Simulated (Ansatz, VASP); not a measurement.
**One calculation of CdSe, two programs**

```
CELL_PARAMETERS angstrom
4.30093 0.00000 0.00000
-2.15046 3.72471 0.00000
0.00000 0.00000 7.02239
ATOMIC_POSITIONS crystal
Cd 0.33333 0.66667 0.00470
Cd 0.66667 0.33333 0.50470
Se 0.33333 0.66667 0.38030
Se 0.66667 0.33333 0.88030
```

Alike in both runs: functional PBEsol; k mesh 12 × 12 × 6; occupations gaussian, width 0.02 eV; no spin polarisation.

Ansatz relaxed the structure, and its values are those at the end. VASP's run is a single point on that final structure, the one shown.

```csv
,VASP,Ansatz
version,VASP 6.6.1,Ansatz 0.2.0
potentials or method,"VASP PAW PBE potentials, release 64 (Cd, Se), cutoff 520 eV","scalar-relativistic, plane waves, PAW"
valence electrons in the cell,36,72
```

```tsv
	VASP	Ansatz	Ansatz less VASP
gap on the k mesh at the Fermi level (eV)	0.54	0.54	-0.001
least direct gap on the mesh (eV)	0.54	0.54	-0.001
pressure (GPa)	0.4	0.0	-0.33
```

VASP's potentials were made for PBE, not for PBEsol. With one functional, cell and mesh, what is left measures potentials, basis and numerics. VASP's potentials hold 36 valence electrons a cell and Ansatz's 72, so a difference there can come from the potentials and not from the codes.
